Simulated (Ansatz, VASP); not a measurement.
# Ge in VASP and in Ansatz

INCAR

```
SYSTEM = Ge
PREC = Accurate
ENCUT = 600
EDIFF = 1E-7
ISMEAR = 0
SIGMA = 0.1
LREAL = .False.
LASPH = .True.
NELM = 100
ALGO = Normal
ISIF = 3
LWAVE = .False.
LCHARG = .False.
GGA = PE
IBRION = 2
NSW = 90
EDIFFG = -0.04
```

Contents of KPOINTS:

```
regular mesh
0
Gamma
  6 6 6
  0 0 0
```

POSCAR

```
Ge
1.0
   -1.8452277143      1.8452277143      1.8452277143
    1.8452277143     -1.8452277143      1.8452277143
    1.8452277143      1.8452277143     -1.8452277143
Ge
1
Direct
    0.0000000000      0.0000000000      0.0000000000
```

Input for Ansatz:

```yaml
crystal:
  lattice:
    - [-1.8452277143, 1.8452277143, 1.8452277143]
    - [1.8452277143, -1.8452277143, 1.8452277143]
    - [1.8452277143, 1.8452277143, -1.8452277143]
  atoms:
    - { symbol: Ge, position: [0.0, 0.0, 0.0] }
basis:
  ecutwfc: 420
kpoints:
  mp_grid: { grid: [6, 6, 6] }
hamiltonian:
  xc: pbe
scf:
  occupations: { method: gaussian, width: 0.1 }
  lower_state_search: "off"
output:
  forces: true
  stress: true
  eigenvalues: true
relax:
  adjacent_minimum: "off"
  f_tol: 0.04
  max_steps: 70
  cell: { stress_tol: 0.4 }
```

Alike in both runs: task relaxation of cell and atoms; functional PBE; k mesh 6 × 6 × 6; occupations gaussian, width 0.1 eV; no spin polarisation.

|  | VASP | Ansatz |
| --- | --- | --- |
| version | VASP 6.6.1 | Ansatz 0.2.0 |
| potentials or method | VASP PAW PBE potentials, release 64 (Ge_d), cutoff 600 eV | scalar-relativistic, plane waves, PAW |
| valence electrons in the cell | 14 | 14 |

VASP gave:

| Property | Result |
| --- | --- |
| gap on the k mesh at the Fermi level, each at its own relaxed structure (eV) | none |
| relaxed volume (Å³/atom) | 19.29 |
| relaxed cell length with the largest relative difference (Å) | 2.926 |

Q: Which values does Ansatz return?

A: gap on the k mesh at the Fermi level, each at its own relaxed structure (eV): none; relaxed volume (Å³/atom): 19.26; relaxed cell length with the largest relative difference (Å): 2.925.

A gap of «none» marks a metal or a gap that the smearing closes.

The k mesh is coarse, so the values compare programs but aren't converged. Noted on VASP's run: the volume moved by over 15 % at a fixed basis, so the end points are rough.
